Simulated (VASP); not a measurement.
MoSeS (l.A): single point with LDA

MoSeS (l.A), a sheet with vacuum:

```
S Mo Se
1.0
     3.24000    0.00000    0.00000
    -1.62000    2.80592    0.00000
     0.00000    0.00000   17.20000
S Mo Se
1 1 1
Direct
  0.66667 0.33333 0.40698
  0.33333 0.66667 0.49593
  0.66667 0.33333 0.59302
```

```json
{"Program": "VASP 6.6.1", "Task": "single point", "Functional": "LDA", "Potentials or basis": "VASP PAW LDA potentials, release 64 (S, Mo_sv, Se)", "Cutoff": "400 eV", "k mesh": "12 × 12 × 1", "Occupations": "gaussian, width 0.03 eV", "Spin": "no spin polarisation", "Dipole correction": "yes", "Further INCAR settings": "ALGO = Normal; EDIFF = 1e-06; NBANDS = 20; NELMDL = -8"}
```

```yaml
Largest_force: 0.496 eV/Å
Band_gap_on_the_k_mesh: 1.57 eV, indirect (least direct gap 1.58 eV)
```

Forces in eV/Å, atoms in the order of the input:
```
S    0.000  0.000  0.496
Mo   0.000  0.000 -0.492
Se   0.000  0.000 -0.004
```

Levels at points of the mesh, in eV from the valence-band top:
```csv
k point,band 10,band 11,band 12,band 13,band 14,band 15,band 16,band 17
"(0.00, 0.00, 0.00)",-1.82,-1.26,-1.26,0.00,2.83,2.83,3.25,3.25
"(0.50, 0.00, 0.00)",-2.99,-1.80,-0.76,-0.60,2.10,2.55,3.74,4.29
```

Wall time 52 s on 1 thread of Intel Xeon 6975P-C, on a shared host, peak memory 0.22 GiB.
